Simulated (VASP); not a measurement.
# MgSi (Cmcm) in VASP: notebook

Runs on MgSi. Level: PBEsol. Tasks: single point.

Everything below comes from runs of VASP 6.6.1. Logs are shortened: lines on timing, memory, paths and dates and some standing lists are left out, and cuts for length are marked.

### Step 1. The cell of the first run

The structure is orthorhombic, space group Cmcm (No. 63). The conventional cell has a = 3.005 Å, b = 10.852 Å, c = 4.340 Å, α = 90.00°, β = 90.00°, γ = 90.00°. Within 3.5 Å of Si (site symmetry m2m) lie 4 Si at 2.66 to 3.01 Å and 7 Mg at 2.83 to 3.00 Å. Mg (site symmetry m2m) has 7 Si at 2.83 to 3.00 Å and 6 Mg at 3.01 to 3.18 Å within 3.7 Å.

### Step 2. Single point, PBEsol

The input, INCAR:

```
SYSTEM = MgSi
PREC     = Accurate       ! precision mode
ENCUT    = 520            ! plane-wave cutoff, eV
EDIFF    = 1E-7           ! SCF threshold, eV
ISMEAR   = -1             ! smearing method
SIGMA    = 0.05           ! smearing width, eV
LREAL    = .False.        ! projectors in reciprocal space
LASPH    = .True.         ! aspherical terms in the spheres
NELM     = 80             ! most SCF steps
ALGO     = Normal         ! electronic algorithm
ISIF     = 2              ! what is computed and relaxed
LWAVE    = .False.        ! write WAVECAR
LCHARG   = .False.        ! write CHGCAR
GGA      = PS             ! functional
NBANDS   = 14             ! bands
```

The input, KPOINTS:

```
Automatic mesh
0
Gamma
  9 9 6
  0 0 0
```

The input, POSCAR:

```
MgSi
1.0
    1.5025120000     -5.4260160000      0.0000000000
    1.5025120000      5.4260160000      0.0000000000
    0.0000000000      0.0000000000      4.3401780000
Si Mg
2 2
Direct
    0.5706380000      0.4293620000      0.7500000000
    0.4293620000      0.5706380000      0.2500000000
    0.1683810000      0.8316190000      0.2500000000
    0.8316190000      0.1683810000      0.7500000000
```

Potentials or basis: VASP PAW PBE potentials, release 64 (Si, Mg).

The run is started by

```bash
$ cat potpaw_PBE.64/Si/POTCAR potpaw_PBE.64/Mg/POTCAR > POTCAR
$ mpirun -np 1 vasp_std > vasp.out
```

OUTCAR:

```text
SYSTEM = MgSi
   PREC = Accurate
   ENCUT = 520
   EDIFF = 1E-7
   ISMEAR = -1
   LREAL = .False.
   LASPH = .True.
   NELM = 80
   ISIF = 2
   GGA = PS

 ion  position               nearest neighbor table
   1  0.571  0.429  0.750-   2 2.66   2 2.66   4 2.83   3 2.84   3 2.84   3 2.84   3 2.84   4 3.00
                             4 3.00
   2  0.429  0.571  0.250-   1 2.66   1 2.66   3 2.83   4 2.84   4 2.84   4 2.84   4 2.84   3 3.00
                             3 3.00
   3  0.168  0.832  0.250-   2 2.83   1 2.84   1 2.84   1 2.84   1 2.84   2 3.00   2 3.00   4 3.18
                             4 3.18   4 3.18   4 3.18
   4  0.832  0.168  0.750-   1 2.83   2 2.84   2 2.84   2 2.84   2 2.84   1 3.00   1 3.00   3 3.18
                             3 3.18   3 3.18   3 3.18

  LATTYP: Found a base centered orthorhombic cell.
 ALAT       =     3.0050240000
 B/A-ratio  =     3.6112962825
 C/A-ratio  =     1.4443072668

  Lattice vectors:

 A1 = (   1.5025120000,  -5.4260160000,   0.0000000000)
 A2 = (   1.5025120000,   5.4260160000,   0.0000000000)
 A3 = (   0.0000000000,   0.0000000000,   4.3401780000)

Analysis of symmetry for initial positions (statically):
=====================================================================
 Subroutine PRICEL returns:
 Original cell was already a primitive cell.

 Routine SETGRP: Setting up the symmetry group for a
 base centered orthorhombic supercell.

 Subroutine GETGRP returns: Found  8 space group operations
 (whereof  4 operations were pure point group operations)
 out of a pool of  8 trial point group operations.

The static configuration has the point symmetry C_2h.
 The point group associated with its full space group is D_2h.

Analysis of symmetry for dynamics (positions and initial velocities):
=====================================================================
 Subroutine PRICEL returns:
 Original cell was already a primitive cell.

 Routine SETGRP: Setting up the symmetry group for a
 base centered orthorhombic supercell.

 Subroutine GETGRP returns: Found  8 space group operations
 (whereof  4 operations were pure point group operations)
 out of a pool of  8 trial point group operations.

The dynamic configuration has the point symmetry C_2h.
 The point group associated with its full space group is D_2h.

 Subroutine INISYM returns: Found  8 space group operations
 (whereof  4 operations are pure point group operations),
 and found     1 'primitive' translations

----------------------------------------------------------------------------------------

[... 105 lines left out ...]
   TEBEG  =    0.0;   TEEND  =   0.0 temperature during run
   PSTRESS=    0.0 pullay stress
   NELECT =      12.0000    total number of electrons
   NUPDOWN=      -1.0000    fix difference up-down
   EMIN   =  10.00;   EMAX   =-10.00  energy-range for DOS
   EFERMI =   0.00;   METHOD = LEGACY
   ISMEAR =    -1;   SIGMA  =   0.05  broadening in eV -4-tet -1-fermi 0-gaus
   EFERMI_NEDOS =   21; number of points for ismear=-14 and -15
   IALGO  =     38    algorithm
   IMIX   =      4    mixing-type and parameters
     AMIX     =   0.40;   BMIX     =  1.00
     AMIX_MAG =   1.60;   BMIX_MAG =  1.00
  volume/ion in A,a.u.               =      17.69       119.39
  Fermi-wavevector in a.u.,A,eV,Ry     =   0.906128  1.712334 11.171317  0.821069
  Thomas-Fermi vector in A             =   2.029779
   LORBIT       =      0    0 simple, 1 ext, 2 COOP (PROOUT), +10 PAW based schemes
   GGA     = PS    functional components
   LHFCALC =     F    Hartree Fock is set to
   AEXX    =    0.0000 exact exchange contribution
   IVDW    =     0    specifies the selected vdW correction
   LEPSILON=     F    determine dielectric tensor
   LRPA    =     F    only Hartree local field effects (RPA)
 non-spin polarized calculation
  energy-cutoff  :      520.00
  volume of cell :       70.77
 maximum number of plane-waves:      1930
 NGX is ok and might be reduce to    42
   NGX = 21   NGY = 21   NGZ = 17

 number of electron      12.0000000 magnetization

 Free energy of the ion-electron system (eV)
  ---------------------------------------------------
  ext. energy  EPLUGINS =         0.00000000
  ---------------------------------------------------
  free energy    TOTEN  =       -14.70925646 eV

  energy without entropy =      -14.69466088  energy(sigma->0) =      -14.70195867

 E-fermi :   5.8134     XC(G=0):  -9.8757

 val. band max:        5.7998294459   @ k =   0.4444  -0.0000   0.5000
 cond. band min:       5.8419089517   @ k =   0.1111   0.1111   0.1667
 fundamental gap:      0.0420795058
 Fermi energy:         5.8133735399

 k-point     1 :       0.0000    0.0000    0.0000
  band No.  band energies     occupation
      1      -5.4976      2.00000
      2      -1.0412      2.00000
      3       0.8935      2.00000
      4       1.9629      2.00000
      5       3.5456      2.00000
      6       6.6546      0.00000
      7       8.0613      0.00000
      8       8.3302      0.00000
      9       8.6108      0.00000
     10       9.3393      0.00000
     11      11.7000      0.00000
     12      12.3788      0.00000
     13      13.3186      0.00000
     14      14.3382      0.00000
[... 377 lines left out ...]
      1      -4.9182      2.00000
      2      -2.5289      2.00000
      3       2.4433      2.00000
      4       3.2519      2.00000
      5       4.2721      2.00000
      6       5.0414      2.00000
      7       6.9632      0.00000
      8       7.1791      0.00000
      9       8.3328      0.00000
     10      10.8058      0.00000
     11      13.0378      0.00000
     12      13.1165      0.00000
     13      13.5190      0.00000
     14      13.7140      0.00000

 [... further k-points ...]
[... 5 lines left out ...]
  --------------------------------------------------------------------------------------
  -------------------------------------------------------------------------------------
  Total       -0.9266645     -0.6894979     -0.2978711      0.0000000      0.0000000      0.0000000
  in kB      -20.9795687    -15.6101457     -6.7437648      0.0000000      0.0000000      0.0000000
  external PRESSURE =     -14.4444930 kB  Pullay stress =       0.0000000 kB

 VOLUME and BASIS-vectors are now :
 -----------------------------------------------------------------------------
  energy-cutoff  :      520.00
  volume of cell :       70.77
      direct lattice vectors                 reciprocal lattice vectors
     1.502512000 -5.426016000  0.000000000     0.332776044 -0.092148641  0.000000000
     1.502512000  5.426016000  0.000000000     0.332776044  0.092148641  0.000000000
     0.000000000  0.000000000  4.340178000     0.000000000  0.000000000  0.230405297

 POSITION                                       TOTAL-FORCE (eV/Angst)
 -----------------------------------------------------------------------------------
      1.50251     -0.76657      3.25513         0.000000      0.162952      0.000000
      1.50251      0.76657      1.08504         0.000000     -0.162952      0.000000
      1.50251      3.59874      1.08504         0.000000      0.163546      0.000000
      1.50251     -3.59874      3.25513         0.000000     -0.163546     -0.000000
 -----------------------------------------------------------------------------------
    total drift:                                0.000000      0.000000      0.000000

  FREE ENERGIE OF THE ION-ELECTRON SYSTEM (eV)
  ---------------------------------------------------
  free  energy   TOTEN  =       -14.7092564585 eV

  energy  without entropy=      -14.6946608806  energy(sigma->0) =      -14.70195867
```

stdout:

```text
POSCAR found type information on POSCAR SiMg
 POSCAR found :  2 types and       4 ions
 scaLAPACK will be used
 -----------------------------------------------------------------------------
|                                                                             |
|                                                                             |
|     You enforced a specific xc type in the INCAR file but a different       |
|     I HOPE YOU KNOW WHAT YOU ARE DOING!                                     |
|                                                                             |
 -----------------------------------------------------------------------------

 LDA part: xc-table for (Slater+PW92), standard interpolation
 POSCAR, INCAR and KPOINTS ok, starting setup
 FFT: planning ... GRIDC
 FFT: planning ... GRID_SOFT
 FFT: planning ... GRID
 WAVECAR not read
 entering main loop
```

Run time: 2 min. Hardware: 1 thread of Intel Xeon Platinum 8259CL at 2.50GHz (Skylake/Cascade Lake), shared host; peak memory 0.28 GiB.

Results:

```yaml
Free_energy: -14.7093 eV
Pressure: -1.4 GPa
Largest_force: 0.164 eV/Å
Band_gap_on_the_k_mesh: zero (band 6 reaches 7.74 eV, above the bottom of band 7 at 4.95 eV)
```

Forces in eV/Å, atoms in the order of the input:
```
Si   0.000  0.163  0.000
Si   0.000 -0.163  0.000
Mg   0.000  0.164  0.000
Mg   0.000 -0.164  0.000
```

Caveat: the PAW data sets were made with another functional, which shifts forces and pressure a little.

### Step 3. Single point, PBEsol (volume scaled by 0.94)

The input, INCAR:

```
PREC = Accurate ; ENCUT = 520
EDIFF = 1E-6 ; ISMEAR = -1
SIGMA = 0.05 ; LREAL = False
LASPH = True ; NELM = 60
ALGO = Normal ; ISIF = 2
LWAVE = False ; LCHARG = False
GGA = PS ; NBANDS = 14
```

The input, KPOINTS:

```
Automatic mesh
0
Gamma
  9 9 6
```

The input, POSCAR:

```
MgSi
1.0
    1.4718398834     -5.3152498993      0.0000000000
    1.4718398834      5.3152498993      0.0000000000
    0.0000000000      0.0000000000      4.2515780782
Si Mg
2 2
Direct
    0.5706380000      0.4293620000      0.7500000000
    0.4293620000      0.5706380000      0.2500000000
    0.1683810000      0.8316190000      0.2500000000
    0.8316190000      0.1683810000      0.7500000000
```

Potentials or basis: VASP PAW PBE potentials, release 64 (Si, Mg).

The run is started by

```bash
$ cat potpaw_PBE.64/Si/POTCAR potpaw_PBE.64/Mg/POTCAR > POTCAR
$ mpirun -np 1 vasp_std > vasp.out
```

Wall time 46 s (1 thread of Intel Xeon 6975P-C (Granite Rapids), shared host); peak memory 0.27 GiB.

Results (log left out):

```
Free energy            : -14.6955 eV
Pressure               : 2.7 GPa
Largest force          : 0.160 eV/Å
Band gap on the k mesh : zero (band 6 reaches 8.35 eV, above the bottom of band 7 at 5.48 eV)
```

Forces in eV/Å, atoms in the order of the input:
```
Si   0.000  0.160  0.000
Si   0.000 -0.160  0.000
Mg   0.000  0.123  0.000
Mg   0.000 -0.123  0.000
```

Stress tensor (GPa, compression positive):
```
1.26 0.00 0.00
0.00 2.74 0.00
0.00 0.00 4.14
```

Levels at points of the mesh, in eV from the Fermi level:
| k point | band 3 | band 4 | band 5 | band 6 | band 7 | band 8 | band 9 | band 10 |
| --- | --- | --- | --- | --- | --- | --- | --- | --- |
| (0.00, 0.00, 0.00) | -5.16 | -4.07 | -2.35 | 0.85 | 2.42 | 2.51 | 2.96 | 3.72 |
| (0.00, 0.00, 0.50) | -4.35 | -4.35 | -2.75 | -2.75 | 5.11 | 5.11 | 5.67 | 5.67 |

Caveat: the PAW data sets were made with another functional, which shifts forces and pressure a little.

### Step 4. Single point, PBEsol (volume scaled by 1.02)

The input, INCAR:

```
PREC     = Accurate       # precision mode
ENCUT    = 520            # plane-wave cutoff, eV
EDIFF    = 1E-6           # SCF threshold, eV
ISMEAR   = -1             # smearing method
SIGMA    = 0.05           # smearing width, eV
LREAL    = False          # projectors in reciprocal space
LASPH    = True           # aspherical terms in the spheres
NELM     = 100            # most SCF steps
ALGO     = Normal         # electronic algorithm
ISIF     = 2              # what is computed and relaxed
LWAVE    = False          # write WAVECAR
LCHARG   = False          # write CHGCAR
GGA      = PS             # functional
NBANDS   = 14             # bands
```

KPOINTS is that of step 3.

The input, POSCAR:

```
MgSi
1.0
    1.5124627006     -5.4619509280      0.0000000000
    1.5124627006      5.4619509280      0.0000000000
    0.0000000000      0.0000000000      4.3689217383
Si Mg
2 2
Direct
    0.5706380000      0.4293620000      0.7500000000
    0.4293620000      0.5706380000      0.2500000000
    0.1683810000      0.8316190000      0.2500000000
    0.8316190000      0.1683810000      0.7500000000
```

Potentials or basis: VASP PAW PBE potentials, release 64 (Si, Mg).

The run is started by

```bash
$ cat potpaw_PBE.64/Si/POTCAR potpaw_PBE.64/Mg/POTCAR > POTCAR
$ mpirun -np 1 vasp_std > vasp.out
```

OUTCAR:

```text
PREC = Accurate
   ENCUT = 520
   EDIFF = 1E-6
   ISMEAR = -1
   LREAL = False
   LASPH = True
   NELM = 100
   ISIF = 2
   GGA = PS

 ion  position               nearest neighbor table
   1  0.571  0.429  0.750-   2 2.67   2 2.67   4 2.85   3 2.86   3 2.86   3 2.86   3 2.86   4 3.02
                             4 3.02
   2  0.429  0.571  0.250-   1 2.67   1 2.67   3 2.85   4 2.86   4 2.86   4 2.86   4 2.86   3 3.02
                             3 3.02
   3  0.168  0.832  0.250-   2 2.85   1 2.86   1 2.86   1 2.86   1 2.86   2 3.02   2 3.02   4 3.20
                             4 3.20   4 3.20   4 3.20
   4  0.832  0.168  0.750-   1 2.85   2 2.86   2 2.86   2 2.86   2 2.86   1 3.02   1 3.02   3 3.20
                             3 3.20   3 3.20   3 3.20

  LATTYP: Found a base centered orthorhombic cell.
 ALAT       =     3.0249254012
 B/A-ratio  =     3.6112962824
 C/A-ratio  =     1.4443072667

  Lattice vectors:

 A1 = (   1.5124627006,  -5.4619509280,   0.0000000000)
 A2 = (   1.5124627006,   5.4619509280,   0.0000000000)
 A3 = (   0.0000000000,   0.0000000000,   4.3689217383)

Analysis of symmetry for initial positions (statically):
=====================================================================
 Subroutine PRICEL returns:
[... 190 lines left out ...]
      5       3.4010      2.00000
      6       6.4817      0.00000
      7       7.8315      0.00000
      8       8.1586      0.00000
      9       8.3879      0.00000
     10       9.1065      0.00000
     11      11.4200      0.00000
     12      12.1281      0.00000
     13      13.1040      0.00000
     14      14.0424      0.00000
[... 377 lines left out ...]
      1      -4.9692      2.00000
      2      -2.6104      2.00000
      3       2.3376      2.00000
      4       3.0704      2.00000
      5       4.1350      2.00000
      6       4.8928      2.00000
      7       6.7903      0.00000
      8       7.0088      0.00000
      9       8.0845      0.00000
     10      10.5324      0.00000
     11      12.7795      0.00000
     12      12.8201      0.00000
     13      13.2919      0.00000
     14      13.4469      0.00000

 [... further k-points ...]
[... 5 lines left out ...]
  --------------------------------------------------------------------------------------
  -------------------------------------------------------------------------------------
  Total       -1.3383998     -1.2331365     -0.8765229      0.0000000     -0.0000000      0.0000000
  in kB      -29.7070637    -27.3706427    -19.4552644      0.0000000     -0.0000000      0.0000000
  external PRESSURE =     -25.5109903 kB  Pullay stress =       0.0000000 kB

 VOLUME and BASIS-vectors are now :
 -----------------------------------------------------------------------------
  energy-cutoff  :      520.00
  volume of cell :       72.18
      direct lattice vectors                 reciprocal lattice vectors
     1.512462701 -5.461950928  0.000000000     0.330586665 -0.091542382  0.000000000
     1.512462701  5.461950928  0.000000000     0.330586665  0.091542382  0.000000000
     0.000000000  0.000000000  4.368921738     0.000000000  0.000000000  0.228889429

 POSITION                                       TOTAL-FORCE (eV/Angst)
 -----------------------------------------------------------------------------------
      1.51246     -0.77164      3.27669         0.000000      0.165805      0.000000
      1.51246      0.77164      1.09223         0.000000     -0.165805     -0.000000
      1.51246      3.62257      1.09223         0.000000      0.176079     -0.000000
      1.51246     -3.62257      3.27669         0.000000     -0.176079     -0.000000
 -----------------------------------------------------------------------------------
    total drift:                                0.000000      0.000000      0.000000

  FREE ENERGIE OF THE ION-ELECTRON SYSTEM (eV)
  ---------------------------------------------------
  free  energy   TOTEN  =       -14.6915911758 eV

  energy  without entropy=      -14.6767812456  energy(sigma->0) =      -14.68418621
```

Run time: 45 s. Hardware: 1 thread of Intel Xeon 6975P-C (Granite Rapids), shared host; peak memory 0.27 GiB.

What came out:

```
Free energy            : -14.6916 eV
Pressure               : -2.6 GPa
Largest force          : 0.176 eV/Å
Band gap on the k mesh : zero (band 6 reaches 7.55 eV, above the bottom of band 7 at 4.78 eV)
```

Forces in eV/Å, atoms in the order of the input:
```
Si   0.000  0.166  0.000
Si   0.000 -0.166  0.000
Mg   0.000  0.176  0.000
Mg   0.000 -0.176  0.000
```

Stress tensor (GPa, compression positive):
```
-2.97  0.00  0.00
 0.00 -2.74  0.00
 0.00  0.00 -1.95
```

Levels at points of the mesh, in eV from the Fermi level:
```
           k point  band 2  band 3  band 4  band 5  band 6  band 7  band 8  band 9  band 10  band 11
(0.00, 0.00, 0.00)   -6.81   -4.84   -3.78   -2.24    0.84    2.19    2.52    2.75     3.47     5.78
(0.00, 0.00, 0.50)   -9.40   -4.08   -4.08   -2.65   -2.65    4.75    4.75    5.40     5.40     7.83
```

Caveat: the PAW data sets were made with another functional, which shifts forces and pressure a little.

### Step 5. Overview

| cell | gap on the mesh (eV) | pressure (GPa) | largest force (eV/Å) |
| --- | --- | --- | --- |
| a = 5.630, b = 5.630, c = 4.340 Å, angles 90.0, 90.0, 149.0°, 4 atoms | none | -1.4 | 0.16 |
| a = 5.515, b = 5.515, c = 4.252 Å, angles 90.0, 90.0, 149.0°, 4 atoms | none | 2.7 | 0.16 |
| a = 5.667, b = 5.667, c = 4.369 Å, angles 90.0, 90.0, 149.0°, 4 atoms | none | -2.6 | 0.18 |

Alike in all rows: task single point; level PBEsol; potentials or basis VASP PAW PBE potentials, release 64 (Si, Mg); no spin polarisation; k mesh 9 × 9 × 6; cutoff (eV) 520; smearing fermi-dirac 0.05 eV.

Caveats: the PAW data sets were made with another functional, which shifts forces and pressure a little.

Total energies depend on the potentials used, so only differences within one code and one set of settings carry meaning.
